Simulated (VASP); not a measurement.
Runs of VASP 6.6.1 on NiO. Symmetry: Fm-3m, No. 225, cubic system. The conventional cell has a = 4.267 Å, b = 4.267 Å, c = 4.267 Å, α = 90.00°, β = 90.00°, γ = 90.00°. Ni (site symmetry m-3m) has 6 O at 2.13 Å within 2.8 Å. O (site symmetry m-3m) has 6 Ni at 2.13 Å within 2.8 Å. 

```csv
task,level,potentials or basis,U,cell,k mesh,smearing,gap on the mesh (eV),pressure (GPa),moment (μB)
relaxation of cell and atoms,PBE+U,"VASP PAW PBE potentials, release 64 (Ni_sv_GW, O)",Ni d U = 6.2 eV,relaxed,12 × 12 × 12,gaussian 0.02 eV,2.10,-0.1,2.00
single point,PBE+U,"VASP PAW PBE potentials, release 64 (Ni, O)",Ni d U = 6.2 eV,as given,6 × 6 × 6,gaussian 0.02 eV,2.36,-8.5,2.00
single point,LDA,"VASP PAW LDA potentials, release 64 (Ni, O)",-,as given,12 × 12 × 12,gaussian 0.02 eV,(a),-29.3,(b)
single point,PBE+U,"VASP PAW PBE potentials, release 64 (Ni, O)",Ni d U = 6.2 eV,as given,12 × 12 × 12,gaussian 0.02 eV,2.36,-8.4,2.00
single point,PBE+U,"VASP PAW PBE potentials, release 64 (Ni, O)",Ni d U = 6.2 eV,as given,8 × 8 × 8,gaussian 0.1 eV,2.36,-8.5,2.00
```

Alike in all rows: spin collinear, ferromagnetic start; cutoff (eV) 600.

Question: Fill in the values left out.

Answer: (a) none; (b) 0.37.

Caveats: some runs use coarse meshes; a cell with one magnetic atom can't hold antiferromagnetic order, which such compounds often take (at least some runs); the cell stands under tension (at least some runs); semilocal functionals often make such compounds metallic where correlation or magnetic order opens a gap, which also shifts bond lengths (at least some runs).

A k mesh can miss the band edges.

The runs don't all hold the same shells in valence.
